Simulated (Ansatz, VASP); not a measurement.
**TiC in VASP and in Ansatz**

The input POSCAR:

```
TiC
1.0
    0.0000000000      2.1657188437      2.1657188437
    2.1657188437      0.0000000000      2.1657188437
    2.1657188437      2.1657188437      0.0000000000
Ti C
1 1
Direct
    0.0000000000      0.0000000000      0.0000000000
    0.5000000000      0.5000000000      0.5000000000
```

Contents of INCAR.step1:

```
PREC     = Accurate       # precision mode
ENCUT    = 600            # plane-wave cutoff, eV
EDIFF    = 1E-5           # SCF threshold, eV
ISMEAR   = -1             # smearing method
SIGMA    = 0.05           # smearing width, eV
LREAL    = False          # projectors in reciprocal space
LASPH    = True           # aspherical terms in the spheres
NELM     = 100            # most SCF steps
ALGO     = Normal         # electronic algorithm
LWAVE    = True           # write WAVECAR
LCHARG   = False          # write CHGCAR
GGA      = PE             # functional
NBANDS   = 15             # bands
```

The input INCAR.step2:

```
PREC     = Accurate       # precision mode
ENCUT    = 600            # plane-wave cutoff, eV
EDIFF    = 1E-6           # SCF threshold, eV
ISMEAR   = -1             # smearing method
SIGMA    = 0.05           # smearing width, eV
LREAL    = False          # projectors in reciprocal space
LASPH    = True           # aspherical terms in the spheres
NELM     = 100            # most SCF steps
ALGO     = Normal         # electronic algorithm
ISIF     = 3              # what is computed and relaxed
LWAVE    = False          # write WAVECAR
LCHARG   = False          # write CHGCAR
GGA      = PS             # functional
LHFCALC  = True           # exact exchange
AEXX     = 0.25           # exact-exchange fraction
PRECFOCK = Normal       
IBRION   = 2              # ionic algorithm
NSW      = 60             # ionic steps
EDIFFG   = -0.01          # ionic threshold
ISTART   = 1
```

KPOINTS

```
Automatic mesh
0
Gamma
  6 6 6
```

The input input.yaml:

```yaml
crystal:
  lattice:
    - [0.0, 2.1657188437, 2.1657188437]
    - [2.1657188437, 0.0, 2.1657188437]
    - [2.1657188437, 2.1657188437, 0.0]
  atoms:
    - { symbol: Ti, position: [0.0, 0.0, 0.0] }
    - { symbol: C, position: [0.5, 0.5, 0.5] }
hamiltonian:
  xc: { exchange: pbesol, correlation: pbesol, exx: { coeff: 0.25 } }
  pseudopotentials: { kind: paw }
kpoints:
  mp_grid: { grid: [6, 6, 6] }
scf:
  occupations: { method: fermi_dirac, width: 0.05 }
output:
  forces: true
  stress: true
relax:
  f_tol: 0.01
  max_steps: 40
  cell: { stress_tol: 0.05 }
```

Alike in both runs: task relaxation of cell and atoms; functional PBEsol-based global hybrid; k mesh 6 × 6 × 6; occupations fermi-dirac, width 0.05 eV; no spin polarisation.

|  | VASP | Ansatz |
| --- | --- | --- |
| version | VASP 6.6.1 | Ansatz 0.2.0 |
| potentials or method | VASP PAW PBE potentials, release 64 (Ti_sv, C) | Ansatz PAW |
| plane-wave cutoff (eV) | 600 | 420 |
| valence electrons in the cell | 16 | 16 |

|  | VASP | Ansatz | Ansatz less VASP |
| --- | --- | --- | --- |
| gap on the k mesh at the Fermi level, each at its own relaxed structure (eV) | none | none | - |
| relaxed volume (Å³/atom) | 9.78 | 9.78 | +0.001 |
| relaxed cell length with the largest relative difference (Å) | 3.024 | 3.024 | +0.0001 |

VASP's potentials were made for PBE, not for PBEsol-based global hybrid. A gap of «none» marks a metal or a gap that the smearing closes.

The k mesh is coarse, so the values compare programs but aren't converged. Noted on Ansatz's run: the plane-wave basis is chosen anew once the cell has moved, so the energies of steps on either side of that aren't comparable.
